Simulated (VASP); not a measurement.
TaCuN2: single point with LDA

TaCuN2:

```xyz
4
Lattice="1.5748 0.9092 5.7728 -1.5748 0.9092 5.7728 0.0000 -1.8184 5.7728" Properties=species:S:1:pos:R:3 pbc="T T T"
Ta    0.0000    0.0000    8.6592
Cu    0.0000    0.0000    0.0000
N     0.0000    0.0000    1.8351
N     0.0000    0.0000   15.4832
```

```
Program                : VASP 6.6.1
Task                   : single point
Functional             : LDA
Potentials or basis    : VASP PAW LDA potentials, release 64 (Ta_pv, Cu, N)
Cutoff                 : 520 eV
k mesh                 : 12 × 12 × 12
Occupations            : gaussian, width 0.05 eV
Spin                   : no spin polarisation
Dipole correction      : no
Further INCAR settings : ALGO = Normal; EDIFF = 1e-07; NBANDS = 24
```

```yaml
Pressure: -7.1 GPa
Largest_force: 0.020 eV/Å
Band_gap_on_the_k_mesh: 0.40 eV (least direct gap 0.84 eV)
```

Forces in eV/Å, atoms in the order of the input:
```
Ta   0.000  0.000  0.000
Cu   0.000  0.000  0.000
N    0.000  0.000 -0.020
N    0.000  0.000  0.020
```

Stress tensor (GPa, compression positive):
```
-7.30  0.00  0.00
 0.00 -7.30  0.00
 0.00  0.00 -6.77
```

Levels at points of the mesh, in eV from the valence-band top:
| k point | band 14 | band 15 | band 16 | band 17 | band 18 | band 19 |
| --- | --- | --- | --- | --- | --- | --- |
| (0.00, 0.00, 0.00) | -1.89 | -1.04 | -1.04 | 1.13 | 1.13 | 1.53 |
| (0.50, 0.00, 0.00) | -1.06 | -0.65 | -0.44 | 0.40 | 3.03 | 3.25 |
| (0.50, 0.50, 0.00) | -1.67 | -1.58 | -0.99 | 1.16 | 3.13 | 3.26 |
| (0.50, 0.50, 0.50) | -2.05 | 0.00 | 0.00 | 1.07 | 1.07 | 2.80 |

It took 6.2 min on 1 thread of Intel(R) Xeon(R) 6975P-C (Granite Rapids) (shared host), peak memory 0.45 GiB.

Caveat: the cell stands under tension; spin-orbit coupling is left out, which moves the levels of the heavy elements. A k mesh can miss the band edges.
